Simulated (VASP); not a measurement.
## GaPbI3: relaxation of cell and atoms with PBE

GaPbI3:

```xyz
5
Lattice="5.7454 0.0000 0.0000 0.0000 5.7454 0.0000 0.0000 0.0000 5.7454" Properties=species:S:1:pos:R:3 pbc="T T T"
Ga    0.0000    0.0000    0.0000
Pb    2.8727    2.8727    2.8727
I     0.0000    2.8727    2.8727
I     2.8727    0.0000    2.8727
I     2.8727    2.8727    0.0000
```

The cell was built from a structure type or drawn by symmetry, and may not be a known phase.

```json
{"Program": "VASP 6.6.1", "Task": "relaxation of cell and atoms", "Functional": "PBE", "Potentials or basis": "VASP PAW PBE potentials, release 64 (Ga_d, Pb_d, I)", "Cutoff": "600 eV", "k mesh": "4 × 4 × 4", "Occupations": "gaussian, width 0.1 eV", "Spin": "no spin polarisation", "Dipole correction": "no", "Further INCAR settings": "ALGO = Normal; EDIFF = 1e-07; IBRION = 2; EDIFFG = -0.04; NSW = 90; ISIF = 3"}
```

```
Relaxed volume                        : 50.78 Å³/atom
Relaxed cell                          : a = 6.332 Å, b = 6.332 Å, c = 6.332 Å, α = 90.00°, β = 90.00°, γ = 90.00°
Space group after relaxing (to 0.1 Å) : Pm-3m (No. 221)
Energy gained by relaxing             : 258.3 meV/atom
Ionic steps                           : 3
Pressure after relaxing               : 0.0 GPa
Band gap on the k mesh                : 1.27 eV (least direct gap 1.41 eV)
```

Step by step:
| step | energy change (eV) | largest force (eV/Å) | pressure (GPa) | volume (Å³) |
| --- | --- | --- | --- | --- |
| 1 | 0.0000 | 0.0000 | 8.40 | 189.66 |
| 2 | -1.2890 | 0.0000 | 0.22 | 249.62 |
| 3 | -1.2914 | 0.0000 | -0.04 | 253.92 |

Final structure:
```yaml
crystal:
  lattice:
    - [6.33235, 0.00000, 0.00000]
    - [0.00000, 6.33235, 0.00000]
    - [0.00000, 0.00000, 6.33235]
  atoms:
    - { symbol: Ga, position: [0.00000, 0.00000, 0.00000] }
    - { symbol: Pb, position: [0.50000, 0.50000, 0.50000] }
    - { symbol: I, position: [0.00000, 0.50000, 0.50000] }
    - { symbol: I, position: [0.50000, 0.00000, 0.50000] }
    - { symbol: I, position: [0.50000, 0.50000, 0.00000] }
```

Levels at points of the mesh, in eV from the valence-band top:
```csv
k point,band 22,band 23,band 24,band 25,band 26,band 27
"(0.00, 0.00, 0.00)",-1.33,-1.33,-1.33,2.00,2.00,2.00
"(0.50, 0.00, 0.00)",-1.29,-1.29,-0.95,1.28,1.77,1.77
"(0.50, 0.50, 0.00)",-1.44,-0.81,-0.46,1.47,1.64,1.64
"(0.50, 0.50, 0.50)",-0.80,-0.80,0.00,1.41,1.41,1.41
```

Run time: 2.3 min on 1 thread of Intel(R) Xeon(R) Platinum 8488C (Sapphire Rapids), with other jobs on the host, peak memory 0.37 GiB.

Caveat: the volume moved by over 15 % at a fixed basis, so the end points are rough; spin-orbit coupling is left out, which moves the levels of the heavy elements. A k mesh can miss the band edges.
